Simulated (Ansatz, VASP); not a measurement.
**Rh: VASP beside Ansatz**

POSCAR

```
Rh
1.0
    0.0000000000      1.8445035000      1.9300732500
    1.8445035000      0.0000000000      1.9300732500
    1.8445035000      1.8445035000      0.0000000000
Rh
1
Direct
    0.0000000000      0.0000000000      0.0000000000
```

INCAR.step1

```
PREC = Accurate
ENCUT = 520
ISMEAR = 0
SIGMA = 0.15
LREAL = False
LASPH = True
NELM = 80
NBANDS = 14
GGA = PE
ALGO = Normal
EDIFF = 1E-4
LWAVE = True
LCHARG = False
```

INCAR.step2

```
PREC = Accurate
ENCUT = 520
EDIFF = 1E-7
ISMEAR = 0
SIGMA = 0.15
LREAL = False
LASPH = True
NELM = 80
ALGO = Normal
ISIF = 2
LWAVE = False
LCHARG = False
METAGGA = R2SCAN
LMIXTAU = True
NBANDS = 14
ISTART = 1
```

Contents of KPOINTS:

```
regular mesh
0
Gamma
  22 22 22
```

Input for Ansatz:

```yaml
crystal:
  lattice:
    - [0.0, 1.8445035, 1.93007325]
    - [1.8445035, 0.0, 1.93007325]
    - [1.8445035, 1.8445035, 0.0]
  atoms:
    - { symbol: Rh, position: [0.0, 0.0, 0.0] }
basis:
  ecutwfc: 500
kpoints:
  mp_grid: { grid: [22, 22, 22] }
hamiltonian:
  xc: r2scan
scf:
  occupations: { method: gaussian, width: 0.15 }
output:
  forces: true
  stress: true
  eigenvalues: true
```

Change from the starting cell: strain -0.030 along x and y, +0.015 along z, atoms carried along.

Alike in both runs: task single point; functional r2SCAN; k mesh 22 × 22 × 22; occupations gaussian, width 0.15 eV; no spin polarisation.

|  | VASP | Ansatz |
| --- | --- | --- |
| version | VASP 6.6.1 | Ansatz 0.2.0 |
| potentials or method | VASP PAW PBE potentials, release 64 (Rh_pv), cutoff 520 eV | scalar-relativistic, plane waves, PAW |
| valence electrons in the cell | 15 | 17 |

```tsv
	VASP	Ansatz	Ansatz less VASP
gap on the k mesh at the Fermi level (eV)	none	none	-
pressure (GPa)	15.7	14.2	-1.50
traceless stress, the component that is largest in VASP (GPa)	-8.73	-8.68	+0.054
```

VASP's potentials were made for PBE, not for r2SCAN. A gap of «none» marks a metal or a gap that the smearing closes. VASP's potentials hold 15 valence electrons a cell and Ansatz's 17, so a difference there can come from the potentials and not from the codes.
